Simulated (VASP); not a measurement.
# HC12 (a cell with a defect) in VASP: notebook

Runs on HC12 (a cell with a defect). Level: LDA. Tasks: single point.

Everything below comes from runs of VASP 6.6.1. Logs are shortened: lines on timing, memory, paths and dates and some standing lists are left out, and cuts for length are marked.

**1. The cell of the first run**

The cell holds a defect, 13 atoms: a = 4.325 Å, b = 4.325 Å, c = 4.325 Å, α = 80.41°, β = 70.53°, γ = 60.00°.

**2. Single point, LDA**

INCAR reads:

```
SYSTEM = HC12
PREC = Accurate
ENCUT = 520
EDIFF = 1E-7
ISMEAR = 0
SIGMA = 0.05
LREAL = .False.
LASPH = .True.
NELM = 60
ALGO = Normal
ISIF = 2
LWAVE = .False.
LCHARG = .False.
GGA = CA
NBANDS = 36
NELECT = 48.0
```

KPOINTS reads:

```
Automatic mesh
0
Gamma
  6 6 6
  0 0 0
```

POSCAR reads:

```
HC12
1.0
    1.7657489870     -3.5314979740     -1.7657489870
    3.5314979740     -1.7657489870      1.7657489870
   -1.7657489870     -3.5314979740      1.7657489870
C H
12 1
Direct
    0.2500000000      1.0000000000      0.2500000000
    0.0833333333      0.3333333333      0.7500000000
    0.9166666667      0.6666666667      0.2500000000
    0.7500000000      1.0000000000      0.7500000000
    0.5833333333      0.3333333333      0.2500000000
    0.4166666667      0.6666666667      0.7500000000
    0.9583333333      0.3333333333      0.1250000000
    0.7916666667      0.6666666667      0.6250000000
    0.6250000000      1.0000000000      0.1250000000
    0.4583333333      0.3333333333      0.6250000000
    0.2916666667      0.6666666667      0.1250000000
    0.1250000000      1.0000000000      0.6250000000
    1.3333333333      0.4166666667      0.4166666667
```

Potentials or basis: VASP PAW LDA potentials, release 64 (C, H).

Command:

```sh
> cat potpaw_LDA.64/C/POTCAR potpaw_LDA.64/H/POTCAR > POTCAR
> mpirun -np 1 vasp_std > vasp.out
```

OUTCAR:

```text
SYSTEM = HC12
   PREC = Accurate
   ENCUT = 520
   EDIFF = 1E-7
   ISMEAR = 0
   LREAL = .False.
   LASPH = .True.
   NELM = 60
   ISIF = 2
   GGA = CA
   NELECT = 48.0

 ion  position               nearest neighbor table
   1  0.250  0.000  0.250-  11 1.53   9 1.53   7 1.53  12 1.53
   2  0.083  0.333  0.750-  12 1.53   8 1.53  10 1.53   7 1.53
   3  0.917  0.667  0.250-   8 1.53   9 1.53  11 1.53   7 1.53
   4  0.750  0.000  0.750-   8 1.53   9 1.53  10 1.53  12 1.53
   5  0.583  0.333  0.250-  13 1.00   9 1.53  10 1.53  11 1.53   7 1.53
   6  0.417  0.667  0.750-   8 1.53  11 1.53  12 1.53  10 1.53
   7  0.958  0.333  0.125-   1 1.53   2 1.53   5 1.53   3 1.53
   8  0.792  0.667  0.625-   4 1.53   3 1.53   2 1.53   6 1.53
   9  0.625  0.000  0.125-   5 1.53   3 1.53   4 1.53   1 1.53
  10  0.458  0.333  0.625-  13 1.12   4 1.53   5 1.53   2 1.53   6 1.53
  11  0.292  0.667  0.125-   1 1.53   3 1.53   5 1.53   6 1.53
  12  0.125  0.000  0.625-   2 1.53   1 1.53   4 1.53   6 1.53
  13  0.333  0.417  0.417-   5 1.00  10 1.12

  LATTYP: Found a base centered monoclinic cell.
 ALAT       =     4.3251840320
 B/A-ratio  =     1.7320508076
 C/A-ratio  =     1.0000000000
 COS(beta)  =    -0.3333333333

  Lattice vectors:

 A1 = (   1.7657489870,   1.7657489870,   3.5314979740)
 A2 = (  -3.5314979740,   1.7657489870,  -1.7657489870)
 A3 = (  -1.7657489870,  -3.5314979740,   1.7657489870)

Analysis of symmetry for initial positions (statically):
=====================================================================
 Subroutine PRICEL returns:
 Original cell was already a primitive cell.

 Routine SETGRP: Setting up the symmetry group for a
 base centered monoclinic supercell.

 Subroutine GETGRP returns: Found  1 space group operations
 (whereof  1 operations were pure point group operations)
 out of a pool of  4 trial point group operations.

The static configuration has the point symmetry C_1 .

Analysis of symmetry for dynamics (positions and initial velocities):
=====================================================================
 Subroutine PRICEL returns:
 Original cell was already a primitive cell.

 Routine SETGRP: Setting up the symmetry group for a
 base centered monoclinic supercell.

 Subroutine GETGRP returns: Found  1 space group operations
 (whereof  1 operations were pure point group operations)
 out of a pool of  4 trial point group operations.

The dynamic configuration has the point symmetry C_1 .

 Subroutine INISYM returns: Found  1 space group operations
 (whereof  1 operations are pure point group operations),
 and found     1 'primitive' translations

----------------------------------------------------------------------------------------

                                     Primitive cell

  volume of cell :      66.0645

  direct lattice vectors                    reciprocal lattice vectors
     1.765748987 -3.531497974 -1.765748987     0.047194326 -0.141582978 -0.235971630
     3.531497974 -1.765748987  1.765748987     0.188777304  0.000000000  0.188777304
    -1.765748987 -3.531497974  1.765748987    -0.141582978 -0.141582978  0.141582978

  length of vectors
     4.325184032  4.325184032  4.325184032     0.279205398  0.266971424  0.245228911

  position of ions in fractional coordinates (direct lattice)
     0.250000000  0.000000000  0.250000000
     0.083333333  0.333333333  0.750000000
     0.916666667  0.666666667  0.250000000
     0.750000000  0.000000000  0.750000000
     0.583333333  0.333333333  0.250000000
     0.416666667  0.666666667  0.750000000
     0.958333333  0.333333333  0.125000000
     0.791666667  0.666666667  0.625000000
     0.625000000  0.000000000  0.125000000
     0.458333333  0.333333333  0.625000000
     0.291666667  0.666666667  0.125000000
     0.125000000  0.000000000  0.625000000
     0.333333333  0.416666667  0.416666667

  ion indices of the primitive-cell ions
   primitive index   ion index
                 1           1
                 2           2
                 3           3
                 4           4
                 5           5
                 6           6
                 7           7
                 8           8
                 9           9
                10          10
                11          11
                12          12
                13          13

----------------------------------------------------------------------------------------

 KPOINTS: Automatic mesh

Automatic generation of k-mesh.
 Grid dimensions read from file:
 generate k-points for:    6    6    6

 Generating k-lattice:

  Cartesian coordinates                     Fractional coordinates (reciprocal lattice)
     0.007865721 -0.023597163 -0.039328605     0.166666667 -0.000000000 -0.000000000
     0.031462884  0.000000000  0.031462884     0.000000000  0.166666667  0.000000000
    -0.023597163 -0.023597163  0.023597163     0.000000000  0.000000000  0.166666667

  Length of vectors
     0.046534233  0.044495237  0.040871485

  Shift w.r.t. Gamma in fractional coordinates (k-lattice)
     0.000000000  0.000000000  0.000000000

 Subroutine IBZKPT returns following result:
 ===========================================

 Found    112 irreducible k-points:

 Following reciprocal coordinates:
            Coordinates               Weight
  0.000000  0.000000  0.000000      1.000000
  0.166667  0.000000  0.000000      2.000000
 -0.166667 -0.166667 -0.000000      2.000000
  0.333333 -0.000000  0.000000      2.000000
 -0.333333 -0.333333 -0.000000      2.000000
  0.500000 -0.000000  0.000000      1.000000
[... 16 lines left out ...]
 -0.166667 -0.166667 -0.166667      2.000000
  0.333333 -0.000000  0.166667      2.000000
 [... further k-points ...]
   k-points           NKPTS =    112   k-points in BZ     NKDIM =    112   number of bands    NBANDS=     36
   number of dos      NEDOS =    301   number of ions     NIONS =     13
   total plane-waves  NPLWV =  32768
   dimension x,y,z NGX =    32 NGY =   32 NGZ =   32
   dimension x,y,z NGXF=    64 NGYF=   64 NGZF=   64
   ions per type =              12   1
   NGX,Y,Z   is equivalent  to a cutoff of  12.30, 12.30, 12.30 a.u.
   NGXF,Y,Z  is equivalent  to a cutoff of  24.60, 24.60, 24.60 a.u.
 SYSTEM =  HC12
   PREC   = accura    normal or accurate (medium, high low for compatibility)
   ISTART =      0    job   : 0-new  1-cont  2-samecut
   ICHARG =      2    charge: 1-file 2-atom 10-const
   ISPIN  =      1    spin polarized calculation?
   LNONCOLLINEAR =      F non collinear calculations
   LSORBIT =      F    spin-orbit coupling
   LASPH  =      T    aspherical Exc in radial PAW
   ENCUT  =  520.0 eV  38.22 Ry    6.18 a.u.   8.04  8.04  8.04*2*pi/ulx,y,z
   NELM   =     60;   NELMIN=  2; NELMDL= -5     # of ELM steps
   EDIFF  = 0.1E-06   stopping-criterion for ELM
   LREAL  =      F    real-space projection
   EDIFFG = 0.1E-05   stopping-criterion for IOM
   NSW    =      0    number of steps for IOM
   IBRION =     -1    ionic relax: 0-MD 1-quasi-New 2-CG
   NFREE  =      0    steps in history (QN), initial steepest desc. (CG)
   ISIF   =      2    stress and relaxation
   ISYM   =      2    0-nonsym 1-usesym 2-fastsym
   POTIM  = 0.5000    time-step for ionic-motion
   TEBEG  =    0.0;   TEEND  =   0.0 temperature during run
   PSTRESS=    0.0 pullay stress
   NELECT =      48.0000    total number of electrons
   NUPDOWN=      -1.0000    fix difference up-down
   EMIN   =  10.00;   EMAX   =-10.00  energy-range for DOS
   EFERMI =   0.00;   METHOD = LEGACY
   ISMEAR =     0;   SIGMA  =   0.05  broadening in eV -4-tet -1-fermi 0-gaus
   EFERMI_NEDOS =   21; number of points for ismear=-14 and -15
   IALGO  =     38    algorithm
   IMIX   =      4    mixing-type and parameters
     AMIX     =   0.40;   BMIX     =  1.00
     AMIX_MAG =   1.60;   BMIX_MAG =  1.00
  volume/ion in A,a.u.               =       5.08        34.29
  Fermi-wavevector in a.u.,A,eV,Ry     =   1.471745  2.781195 29.470667  2.166033
  Thomas-Fermi vector in A             =   2.586844
   LORBIT       =      0    0 simple, 1 ext, 2 COOP (PROOUT), +10 PAW based schemes
   GGA     = CA    functional components
   LHFCALC =     F    Hartree Fock is set to
   AEXX    =    0.0000 exact exchange contribution
   IVDW    =     0    specifies the selected vdW correction
   LEPSILON=     F    determine dielectric tensor
   LRPA    =     F    only Hartree local field effects (RPA)
 non-spin polarized calculation
 Gauss-broadening in eV      SIGMA  =   0.05
  energy-cutoff  :      520.00
  volume of cell :       66.06
 maximum number of plane-waves:      1807
   NGX = 17   NGY = 17   NGZ = 17

 number of electron      47.9999999 magnetization

 Free energy of the ion-electron system (eV)
  ---------------------------------------------------
  ext. energy  EPLUGINS =         0.00000000
  ---------------------------------------------------
  free energy    TOTEN  =      -131.05121859 eV

  energy without entropy =     -131.05121859  energy(sigma->0) =     -131.05121859

 E-fermi :  10.5545     XC(G=0): -13.6457

 val. band max:       10.3107732610   @ k =   0.0000   0.0000   0.0000
 cond. band min:      13.6836686674   @ k =   0.5000   0.5000   0.5000
 fundamental gap:      3.3728954064
 Fermi energy:        10.5545326248

 k-point     1 :       0.0000    0.0000    0.0000
  band No.  band energies     occupation
      1     -12.2958      2.00000
      2      -7.0899      2.00000
      3      -5.4621      2.00000
      4      -3.7864      2.00000
      5      -3.5812      2.00000
      6      -3.3598      2.00000
[... 28 lines left out ...]
     35      19.8267      0.00000
     36      20.7795      0.00000

 k-point     2 :       0.1667    0.0000    0.0000
  band No.  band energies     occupation
      1     -12.0883      2.00000
      2      -7.4411      2.00000
      3      -5.4362      2.00000
      4      -4.8841      2.00000
      5      -4.2807      2.00000
      6      -3.5356      2.00000
[... 28 lines left out ...]
     35      20.1946      0.00000
     36      20.5706      0.00000

 k-point     3 :      -0.1667   -0.1667   -0.0000
  band No.  band energies     occupation
      1     -12.0893      2.00000
      2      -7.4408      2.00000
      3      -5.3764      2.00000
      4      -4.8840      2.00000
      5      -4.3678      2.00000
      6      -3.6045      2.00000
[... 28 lines left out ...]
     35      20.2089      0.00000
     36      20.5789      0.00000
[... 742 lines left out ...]
 k-point    23 :      -0.1667   -0.1667   -0.1667
  band No.  band energies     occupation
      1     -12.0349      2.00000
      2      -7.4517      2.00000
      3      -5.7123      2.00000
      4      -4.5315      2.00000
      5      -4.2043      2.00000
      6      -3.5013      2.00000
[... 28 lines left out ...]
     35      20.5868      0.00000
     36      21.2960      0.00000

 k-point    24 :       0.3333   -0.0000    0.1667
  band No.  band energies     occupation
      1     -11.5593      2.00000
      2      -8.0188      2.00000
      3      -6.0741      2.00000
      4      -5.1222      2.00000
      5      -4.8140      2.00000
      6      -4.4667      2.00000
[... 28 lines left out ...]
     35      19.8499      0.00000
     36      20.7888      0.00000

 [... further k-points ...]

------------------------ aborting loop because EDIFF is reached ----------------------------------------

  FORCE on cell =-STRESS in cart. coord.  units (eV):
  Direction    XX          YY          ZZ          XY          YZ          ZX
  --------------------------------------------------------------------------------------
  -------------------------------------------------------------------------------------
  Total       -6.3993887     -6.3454840     -3.8192243      2.1404456      0.4178918     -3.5295375
  in kB     -155.1961460   -153.8888626    -92.6227353     51.9094735     10.1345914    -85.5973354
  external PRESSURE =    -133.9025813 kB  Pullay stress =       0.0000000 kB

 VOLUME and BASIS-vectors are now :
 -----------------------------------------------------------------------------
  energy-cutoff  :      520.00
  volume of cell :       66.06
      direct lattice vectors                 reciprocal lattice vectors
     1.765748987 -3.531497974 -1.765748987     0.047194326 -0.141582978 -0.235971630
     3.531497974 -1.765748987  1.765748987     0.188777304  0.000000000  0.188777304
    -1.765748987 -3.531497974  1.765748987    -0.141582978 -0.141582978  0.141582978

 POSITION                                       TOTAL-FORCE (eV/Angst)
 -----------------------------------------------------------------------------------
      0.00000     -1.76575      0.00000        -0.187150     -0.019738     -0.031087
     -0.00000     -3.53150      1.76575        -1.444480      0.557451      1.114039
      3.53150     -5.29725     -0.00000         0.066855      0.418931      0.272319
      0.00000     -5.29725      0.00000         0.044034      0.113218     -0.493074
      1.76575     -3.53150      0.00000         4.069376      0.311960     -8.634121
      1.76575     -5.29725      1.76575         0.197945     -0.081906     -0.204274
      2.64862     -4.41437     -0.88287         0.322569     -0.775678      0.101640
      2.64862     -6.18012      0.88287        -0.078363      0.148144      0.404874
      0.88287     -2.64862     -0.88287        -0.093468      0.410134     -0.180756
      0.88287     -4.41437      0.88287        -2.741382     -5.432891      1.422138
      2.64862     -2.64862      0.88287         1.648616      1.373037      0.432118
     -0.88287     -2.64862      0.88287        -0.042158      0.000121      0.099679
      1.32431     -3.38435      0.88287        -1.762394      2.977216      5.696503
 -----------------------------------------------------------------------------------
    total drift:                               -0.000104      0.000079      0.000188

  FREE ENERGIE OF THE ION-ELECTRON SYSTEM (eV)
  ---------------------------------------------------
  free  energy   TOTEN  =      -131.0512185851 eV

  energy  without entropy=     -131.0512185851  energy(sigma->0) =     -131.05121859
```

It took 2.5 min on 1 thread of Intel Xeon 6975P-C, shared host; peak memory 0.28 GiB.

What came out:

```
Free energy   : -131.0512 eV
Largest force : 9.550 eV/Å
```

Forces in eV/Å, atoms in the order of the input:
```
C   -0.187 -0.020 -0.031
C   -1.444  0.557  1.114
C    0.067  0.419  0.272
C    0.044  0.113 -0.493
C    4.069  0.312 -8.634
C    0.198 -0.082 -0.204
C    0.323 -0.776  0.102
C   -0.078  0.148  0.405
C   -0.093  0.410 -0.181
C   -2.741 -5.433  1.422
C    1.649  1.373  0.432
C   -0.042  0.000  0.100
H   -1.762  2.977  5.697
```

Levels at points of the mesh, in eV from the Fermi level:
```
           k point  band 21  band 22  band 23  band 24  band 25  band 26  band 27  band 28
(0.00, 0.00, 0.00)    -3.12    -0.48    -0.35    -0.24     3.75     5.10     5.28     5.69
(0.50, 0.00, 0.00)    -4.67    -4.40    -2.67    -2.09     4.79     5.84     6.11     6.77
(0.50, 0.50, 0.00)    -4.63    -4.37    -2.77    -2.15     5.64     5.75     6.23     6.40
(0.00, 0.50, 0.00)    -3.36    -3.10    -2.17    -1.42     3.40     4.48     6.15     7.52
(0.00, 0.00, 0.50)    -2.51    -2.14    -2.01    -1.94     4.75     6.48     7.07     7.15
(0.50, 0.00, 0.50)    -3.87    -3.55    -3.10    -3.06     3.66     4.36     4.92     5.99
(0.50, 0.50, 0.50)    -3.96    -3.58    -3.09    -3.03     3.13     4.48     4.98     5.96
(0.00, 0.50, 0.50)    -4.51    -4.36    -4.26    -4.10     4.24     5.69     5.97     6.06
```

Caveat: the cell carries a net charge on a neutralising background, which shifts energy and pressure; the cell is charged against a uniform background, so pressure and absolute levels hang on convention.

(Part 1 of 2 ends here.)
